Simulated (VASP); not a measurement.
Here is a VASP 6.6.1 calculation.

The input INCAR:

```
ALGO     = Normal         # electronic algorithm
EDIFF    = 1E-6           # SCF threshold, eV
ENCUT    = 520            # plane-wave cutoff, eV
GGA      = CA             # functional
ISIF     = 2              # what is computed and relaxed
ISMEAR   = 0              # smearing method
LASPH    = T              # aspherical terms in the spheres
LCHARG   = F              # write CHGCAR
LREAL    = F              # projectors in reciprocal space
LWAVE    = F              # write WAVECAR
NBANDS   = 33             # bands
NELM     = 60             # most SCF steps
PREC     = Accurate       # precision mode
SIGMA    = 0.05           # smearing width, eV
```

File KPOINTS:

```
k-points
0
Gamma
  6 6 10
```

POSCAR

```
TiO2
1.0
    4.5491223638      0.0000000000      0.0000000000
    0.0000000000      4.5491223638      0.0000000000
    0.0000000000      0.0000000000      2.9174869449
Ti O
2 4
Direct
    0.0000000000      0.0000000000      0.0000000000
    0.5000000000      0.5000000000      0.5000000000
    0.3039457558      0.3039457558      0.0000000000
    0.1960542442      0.8039457558      0.5000000000
    0.6960542442      0.6960542442      0.0000000000
    0.8039457558      0.1960542442      0.5000000000
```

Potentials or basis: VASP PAW LDA potentials, release 64 (Ti_sv, O).

Run with:

```sh
$ cat potpaw_LDA.64/Ti_sv/POTCAR potpaw_LDA.64/O/POTCAR > POTCAR
$ mpirun -np 1 vasp_std > vasp.out
```

Predict the largest force.

0.032 eV/Å.

Estimate the band gap on the k mesh.

1.83 eV, direct.

Stress tensor (GPa, compression positive):
```
0.96 0.00 0.00
0.00 0.96 0.00
0.00 0.00 1.43
```

**The experiment to reproduce.**

“Shallow Valence Band of Rutile GeO2 and P-type Doping”, 2020, arxiv:2011.08928 quotes, for a bulk crystal of TiO2 at 1.6 K: band gap 3.03 eV (direct).

A measured gap of TiO2 is 3.03 eV (direct; 1.6 K; quoted in “Shallow Valence Band of Rutile GeO2 and P-type Doping”, 2020, arxiv:2011.08928); the calculated 1.83 eV misses it by -1.20 eV. 2 values of this kind are on record in papers (3.03 to 3.05 eV); this one was drawn at random among those near their median. The value is that of LDA on a finite k mesh, which can miss the band edges, without temperature or zero-point motion. Semilocal functionals fall short of measured gaps as a rule.
